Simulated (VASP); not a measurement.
# LiBPt (P4/mmm) in VASP: relaxation of cell and atoms with PBE

Aim: the relaxation of cell and atoms of LiBPt with PBE.

Program: VASP 6.6.1. These are calculated values, not measurements. Logs are shortened: lines on timing, memory, paths and dates and some standing lists are left out, and cuts for length are marked.

## Step 1: The cell of the first run

It takes space group P4/mmm (No. 123, tetragonal). The conventional cell has a = 3.096 Å, b = 3.096 Å, c = 3.265 Å, α = 90.00°, β = 90.00°, γ = 90.00°. Li (site symmetry 4/mmm) has 4 Pt at 2.19 Å and 8 B at 2.73 Å within 2.9 Å. B (site symmetry 4/mmm) has 2 Pt at 1.63 Å within 2.2 Å. Within 2.2 Å of Pt (site symmetry 4/mmm) lie 2 B at 1.63 Å and 4 Li at 2.19 Å.

The cell was generated, and may not be a known phase.

## Step 2: Relaxation of cell and atoms, PBE

Contents of INCAR:

```
SYSTEM = LiBPt
ALGO     = Normal         ! electronic algorithm
EDIFF    = 1E-7           ! SCF threshold, eV
EDIFFG   = -0.04          ! ionic threshold
ENCUT    = 880            ! plane-wave cutoff, eV
GGA      = PE             ! functional
GGA_COMPAT= .FALSE.      
IBRION   = 2              ! ionic algorithm
ISIF     = 3              ! what is computed and relaxed
ISMEAR   = 0              ! smearing method
LASPH    = .TRUE.         ! aspherical terms in the spheres
LCHARG   = .FALSE.        ! write CHGCAR
LREAL    = .FALSE.        ! projectors in reciprocal space
LWAVE    = .FALSE.        ! write WAVECAR
NELM     = 120            ! most SCF steps
NELMIN   = 4            
NSW      = 90             ! ionic steps
PREC     = Accurate       ! precision mode
SIGMA    = 0.1            ! smearing width, eV
```

Contents of KPOINTS:

```
k-points
0
G
  6 6 6
  0 0 0
```

Contents of POSCAR:

```
LiBPt
1.0
    3.0960550100      0.0000000000      0.0000000000
    0.0000000000      3.0960550100      0.0000000000
    0.0000000000      0.0000000000      3.2653963500
Li B Pt
1 1 1
Direct
    0.0000000000      0.0000000000      0.0000000000
    0.5000000000      0.5000000000      0.5000000000
    0.5000000000      0.5000000000      0.0000000000
```

Potentials or basis: VASP PAW PBE potentials, release 64 (Li_sv, B, Pt_sv_GW).

Run with:

```sh
$ cat potpaw_PBE.64/Li_sv/POTCAR potpaw_PBE.64/B/POTCAR potpaw_PBE.64/Pt_sv_GW/POTCAR > POTCAR
$ mpirun -np 1 vasp_std > vasp.out
```

OUTCAR:

```text
SYSTEM = LiBPt
   EDIFF = 1E-7
   EDIFFG = -0.04
   ENCUT = 880
   GGA = PE
   IBRION = 2
   ISIF = 3
   ISMEAR = 0
   LASPH = .TRUE.
   LREAL = .FALSE.
   NELM = 120
   NELMIN = 4
   NSW = 90
   PREC = Accurate

 ion  position               nearest neighbor table
   1  0.000  0.000  0.000-   3 2.19   3 2.19   3 2.19   3 2.19
   2  0.500  0.500  0.500-   3 1.63   3 1.63
   3  0.500  0.500  0.000-   2 1.63   2 1.63   1 2.19   1 2.19   1 2.19   1 2.19

  LATTYP: Found a simple tetragonal cell.
 ALAT       =     3.0960550100
 C/A-ratio  =     1.0546958434

  Lattice vectors:

 A1 = (   3.0960550100,   0.0000000000,   0.0000000000)
 A2 = (   0.0000000000,   3.0960550100,   0.0000000000)
 A3 = (   0.0000000000,   0.0000000000,   3.2653963500)

Analysis of symmetry for initial positions (statically):
=====================================================================
 Subroutine PRICEL returns:
 Original cell was already a primitive cell.

 Routine SETGRP: Setting up the symmetry group for a
 simple tetragonal supercell.

 Subroutine GETGRP returns: Found 16 space group operations
 (whereof 16 operations were pure point group operations)
 out of a pool of 16 trial point group operations.

The static configuration has the point symmetry D_4h.

Analysis of symmetry for dynamics (positions and initial velocities):
=====================================================================
 Subroutine PRICEL returns:
 Original cell was already a primitive cell.

 Routine SETGRP: Setting up the symmetry group for a
 simple tetragonal supercell.

 Subroutine GETGRP returns: Found 16 space group operations
 (whereof 16 operations were pure point group operations)
 out of a pool of 16 trial point group operations.

The dynamic configuration has the point symmetry D_4h.

 Subroutine INISYM returns: Found 16 space group operations
 (whereof 16 operations are pure point group operations),
 and found     1 'primitive' translations

----------------------------------------------------------------------------------------

                                     Primitive cell

  volume of cell :      31.3006

  direct lattice vectors                    reciprocal lattice vectors
     3.096055010  0.000000000  0.000000000     0.322991677  0.000000000  0.000000000
     0.000000000  3.096055010  0.000000000     0.000000000  0.322991677  0.000000000
     0.000000000  0.000000000  3.265396350     0.000000000  0.000000000  0.306241538

  length of vectors
     3.096055010  3.096055010  3.265396350     0.322991677  0.322991677  0.306241538

  position of ions in fractional coordinates (direct lattice)
     0.000000000  0.000000000  0.000000000
     0.500000000  0.500000000  0.500000000
     0.500000000  0.500000000  0.000000000

  ion indices of the primitive-cell ions
   primitive index   ion index
                 1           1
                 2           2
                 3           3

----------------------------------------------------------------------------------------

 KPOINTS: k-points

Automatic generation of k-mesh.
 Grid dimensions read from file:
 generate k-points for:    6    6    6

 Generating k-lattice:

  Cartesian coordinates                     Fractional coordinates (reciprocal lattice)
     0.053831946  0.000000000  0.000000000     0.166666667  0.000000000  0.000000000
     0.000000000  0.053831946  0.000000000     0.000000000  0.166666667  0.000000000
     0.000000000  0.000000000  0.051040256     0.000000000  0.000000000  0.166666667

  Length of vectors
     0.053831946  0.053831946  0.051040256

  Shift w.r.t. Gamma in fractional coordinates (k-lattice)
     0.000000000  0.000000000  0.000000000

 Subroutine IBZKPT returns following result:
 ===========================================

 Found     40 irreducible k-points:

 Following reciprocal coordinates:
            Coordinates               Weight
  0.000000  0.000000  0.000000      1.000000
  0.166667  0.000000  0.000000      4.000000
  0.333333  0.000000  0.000000      4.000000
  0.500000  0.000000  0.000000      2.000000
  0.166667  0.166667  0.000000      4.000000
  0.333333  0.166667  0.000000      8.000000
[... 16 lines left out ...]
  0.333333  0.000000  0.333333      8.000000
  0.500000  0.000000  0.333333      4.000000
 [... further k-points ...]
   k-points           NKPTS =     40   k-points in BZ     NKDIM =     40   number of bands    NBANDS=     16
   number of dos      NEDOS =    301   number of ions     NIONS =      3
   total plane-waves  NPLWV =  28800
   dimension x,y,z NGX =    30 NGY =   30 NGZ =   32
   dimension x,y,z NGXF=    60 NGYF=   60 NGZF=   64
   ions per type =               1   1   1
   NGX,Y,Z   is equivalent  to a cutoff of  16.11, 16.11, 16.29 a.u.
   NGXF,Y,Z  is equivalent  to a cutoff of  32.22, 32.22, 32.58 a.u.
 SYSTEM =  LiBPt
   PREC   = accura    normal or accurate (medium, high low for compatibility)
   ISTART =      0    job   : 0-new  1-cont  2-samecut
   ICHARG =      2    charge: 1-file 2-atom 10-const
   ISPIN  =      1    spin polarized calculation?
   LNONCOLLINEAR =      F non collinear calculations
   LSORBIT =      F    spin-orbit coupling
   LASPH  =      T    aspherical Exc in radial PAW
   ENCUT  =  880.0 eV  64.68 Ry    8.04 a.u.   7.49  7.49  7.90*2*pi/ulx,y,z
   NELM   =    120;   NELMIN=  4; NELMDL= -5     # of ELM steps
   EDIFF  = 0.1E-06   stopping-criterion for ELM
   LREAL  =      F    real-space projection
   EDIFFG = -.4E-01   stopping-criterion for IOM
   NSW    =     90    number of steps for IOM
   IBRION =      2    ionic relax: 0-MD 1-quasi-New 2-CG
   NFREE  =      1    steps in history (QN), initial steepest desc. (CG)
   ISIF   =      3    stress and relaxation
   ISYM   =      2    0-nonsym 1-usesym 2-fastsym
   POTIM  = 0.5000    time-step for ionic-motion
   TEBEG  =    0.0;   TEEND  =   0.0 temperature during run
   PSTRESS=    0.0 pullay stress
   NELECT =      24.0000    total number of electrons
   NUPDOWN=      -1.0000    fix difference up-down
   EMIN   =  10.00;   EMAX   =-10.00  energy-range for DOS
   EFERMI =   0.00;   METHOD = LEGACY
   ISMEAR =     0;   SIGMA  =   0.10  broadening in eV -4-tet -1-fermi 0-gaus
   EFERMI_NEDOS =   21; number of points for ismear=-14 and -15
   IALGO  =     38    algorithm
   IMIX   =      4    mixing-type and parameters
     AMIX     =   0.40;   BMIX     =  1.00
     AMIX_MAG =   1.60;   BMIX_MAG =  1.00
  volume/ion in A,a.u.               =      10.43        70.41
  Fermi-wavevector in a.u.,A,eV,Ry     =   1.498399  2.831564 30.547798  2.245200
  Thomas-Fermi vector in A             =   2.610163
   LORBIT       =      0    0 simple, 1 ext, 2 COOP (PROOUT), +10 PAW based schemes
   GGA     = PE    functional components
   LHFCALC =     F    Hartree Fock is set to
   AEXX    =    0.0000 exact exchange contribution
   IVDW    =     0    specifies the selected vdW correction
   LEPSILON=     F    determine dielectric tensor
   LRPA    =     F    only Hartree local field effects (RPA)
 conjugate gradient relaxation of ions
 non-spin polarized calculation
 Gauss-broadening in eV      SIGMA  =   0.10
  energy-cutoff  :      880.00
  volume of cell :       31.30
 maximum number of plane-waves:      1904
 NGX is ok and might be reduce to    30
   NGX = 15   NGY = 15   NGZ = 15

--------------------------------------- Ionic step        1  -------------------------------------------

 number of electron      23.9999997 magnetization

 Free energy of the ion-electron system (eV)
  ---------------------------------------------------
  ext. energy  EPLUGINS =         0.00000000
  ---------------------------------------------------
  free energy    TOTEN  =        -8.26031554 eV

  energy without entropy =       -8.25315098  energy(sigma->0) =       -8.25673326

------------------------ aborting loop because EDIFF is reached ----------------------------------------

  FORCE on cell =-STRESS in cart. coord.  units (eV):
  Direction    XX          YY          ZZ          XY          YZ          ZX
  --------------------------------------------------------------------------------------
  -------------------------------------------------------------------------------------
  Total        9.8087445      9.8087445     50.1058231      0.0000000     -0.0000000      0.0000000
  in kB      502.0775050    502.0775050   2564.7529818      0.0000000     -0.0000000      0.0000000
  external PRESSURE =    1189.6359973 kB  Pullay stress =       0.0000000 kB
[... 92 lines left out ...]
  FREE ENERGIE OF THE ION-ELECTRON SYSTEM (eV)
  ---------------------------------------------------
  free  energy   TOTEN  =       -13.3694660892 eV

  energy  without entropy=      -13.3606500802  energy(sigma->0) =      -13.36505808

 E-fermi :   4.2813     XC(G=0): -10.3452

 val. band max:        4.2569592745   @ k =   0.5000   0.1667   0.1667
 cond. band min:       4.3339116220   @ k =   0.3333   0.3333   0.0000
 fundamental gap:      0.0769523475
 Fermi energy:         4.2813060896

 k-point     1 :       0.0000    0.0000    0.0000
  band No.  band energies     occupation
      1     -94.1186      2.00000
      2     -48.5578      2.00000
      3     -48.1173      2.00000
      4     -48.1173      2.00000
      5     -40.7100      2.00000
      6      -4.8277      2.00000
[... 8 lines left out ...]
     15       9.1619      0.00000
     16      12.7634      0.00000
[... 420 lines left out ...]
  band No.  band energies     occupation
      1     -94.1177      2.00000
      2     -48.5537      2.00000
      3     -48.1641      2.00000
      4     -48.1137      2.00000
      5     -40.6898      2.00000
      6      -2.6821      2.00000
[... 8 lines left out ...]
     15       9.2163      0.00000
     16      13.7237      0.00000

 [... further k-points ...]

 E-fermi :   3.3755     XC(G=0):  -9.8497

 val. band max:        3.3489938338   @ k =   0.5000   0.5000   0.0000
 cond. band min:       3.3871641112   @ k =   0.3333   0.3333   0.0000
 fundamental gap:      0.0381702774
 Fermi energy:         3.3755317678

 k-point     1 :       0.0000    0.0000    0.0000
  band No.  band energies     occupation
      1     -94.8146      2.00000
      2     -49.3233      2.00000
      3     -48.7741      2.00000
      4     -48.7741      2.00000
      5     -41.6211      2.00000
      6      -5.4159      2.00000
[... 8 lines left out ...]
     15       8.8899      0.00000
     16      11.8867      0.00000
[... 420 lines left out ...]
  band No.  band energies     occupation
      1     -94.8143      2.00000
      2     -49.3205      2.00000
      3     -48.7954      2.00000
      4     -48.7724      2.00000
      5     -41.6130      2.00000
      6      -3.5198      2.00000
[... 8 lines left out ...]
     15       8.0875      0.00000
     16      12.2573      0.00000

 [... further k-points ...]

[... ionic steps 4 to 9 ...]

--------------------------------------- Ionic step       10  -------------------------------------------

 number of electron      24.0000000 magnetization

------------------------ aborting loop because EDIFF is reached ----------------------------------------

  FORCE on cell =-STRESS in cart. coord.  units (eV):
  Direction    XX          YY          ZZ          XY          YZ          ZX
  --------------------------------------------------------------------------------------
  -------------------------------------------------------------------------------------
  Total        0.0326325      0.0326325      0.6323995      0.0000000     -0.0000000     -0.0000000
  in kB        1.0363851      1.0363851     20.0845629      0.0000000     -0.0000000     -0.0000000
  external PRESSURE =       7.3857777 kB  Pullay stress =       0.0000000 kB
[... 59 lines left out ...]
  energy  without entropy=      -13.9102126256  energy(sigma->0) =      -13.91237134

--------------------------------------- Ionic step       12  -------------------------------------------

 number of electron      24.0000001 magnetization

 Free energy of the ion-electron system (eV)
  ---------------------------------------------------
  ext. energy  EPLUGINS =         0.00000000
  ---------------------------------------------------
  free energy    TOTEN  =       -13.91670974 eV

  energy without entropy =      -13.91266655  energy(sigma->0) =      -13.91468815

 E-fermi :   2.8239     XC(G=0):  -9.5176

 val. band max:        2.8111664572   @ k =   0.3333   0.3333   0.0000
 cond. band min:       2.9152592774   @ k =   0.0000   0.0000   0.0000
 fundamental gap:      0.1040928202
 Fermi energy:         2.8238742329

 k-point     1 :       0.0000    0.0000    0.0000
  band No.  band energies     occupation
      1     -95.2514      2.00000
      2     -49.7896      2.00000
      3     -49.1962      2.00000
      4     -49.1962      2.00000
      5     -42.2840      2.00000
      6      -5.7727      2.00000
[... 8 lines left out ...]
     15       8.6438      0.00000
     16      11.3212      0.00000
[... 420 lines left out ...]
  band No.  band energies     occupation
      1     -95.2512      2.00000
      2     -49.7871      2.00000
      3     -49.2087      2.00000
      4     -49.1951      2.00000
      5     -42.2795      2.00000
      6      -4.0100      2.00000
[... 8 lines left out ...]
     15       7.3966      0.00000
     16      11.3242      0.00000

 [... further k-points ...]
[... 5 lines left out ...]
  --------------------------------------------------------------------------------------
  -------------------------------------------------------------------------------------
  Total        0.0008758      0.0008758      0.0246806      0.0000000      0.0000000     -0.0000000
  in kB        0.0276364      0.0276364      0.7787860      0.0000000      0.0000000     -0.0000000
  external PRESSURE =       0.2780196 kB  Pullay stress =       0.0000000 kB
[... 18 lines left out ...]
  FREE ENERGIE OF THE ION-ELECTRON SYSTEM (eV)
  ---------------------------------------------------
  free  energy   TOTEN  =       -13.9167097411 eV

  energy  without entropy=      -13.9126665548  energy(sigma->0) =      -13.91468815

 reached required accuracy - stopping structural energy minimisation
```

It took 4.3 min on 1 thread of Intel Xeon Platinum 8488C (Sapphire Rapids), shared host; peak memory 0.23 GiB.

Results:

```yaml
Free_energy: -13.9167 eV
Relaxed_volume: 16.92 Å³/atom
Relaxed_cell: a = 3.558 Å, b = 3.558 Å, c = 4.010 Å, α = 90.00°, β = 90.00°, γ = 90.00°
Space_group_after_relaxing_to_0.1_Å: P4/mmm (No. 123)
Energy_gained_by_relaxing: 1885.5 meV/atom
Ionic_steps: 12
Pressure_after_relaxing: 0.0 GPa
Band_gap_on_the_k_mesh: zero (bands 12 and 13 overlap by 1.05 eV)
```

Stress tensor (GPa, compression positive):
```
0.00 0.00 0.00
0.00 0.00 0.00
0.00 0.00 0.08
```

The path:
| step | energy change (eV) | largest force (eV/Å) | pressure (GPa) | volume (Å³) |
| --- | --- | --- | --- | --- |
| 1 | 0.0000 | 0.0000 | 118.96 | 31.30 |
| 2 | -0.8381 | 0.0000 | -13.36 | 75.76 |
| 3 | -5.1092 | 0.0000 | -2.88 | 46.85 |
| 4 | -5.2645 | 0.0000 | 1.97 | 44.87 |
| 5 | -5.3107 | 0.0000 | 8.95 | 42.74 |
| 6 | -5.3134 | 0.0000 | 7.84 | 43.04 |
| 7 | -5.6098 | 0.0000 | 2.53 | 47.45 |
| 8 | -5.6529 | 0.0000 | 1.10 | 49.68 |
| 9 | -5.6551 | 0.0000 | 0.81 | 50.30 |
| 10 | -5.6551 | 0.0000 | 0.74 | 50.45 |
| 11 | -5.6542 | 0.0000 | -0.97 | 51.20 |
| 12 | -5.6564 | 0.0000 | 0.03 | 50.77 |

Final structure:
```xyz
3
Lattice="3.5582 0.0000 0.0000 0.0000 3.5582 0.0000 0.0000 0.0000 4.0104" Properties=species:S:1:pos:R:3 pbc="T T T"
Li    0.0000    0.0000    0.0000
B     1.7791    1.7791    2.0052
Pt    1.7791    1.7791    0.0000
```

Caveat: the volume moved by over 15 % at a fixed basis, so the end points are rough; spin-orbit coupling is left out, which moves the levels of the heavy elements.

The gap in the log of VASP goes by the Fermi energy; the results here count the filled bands.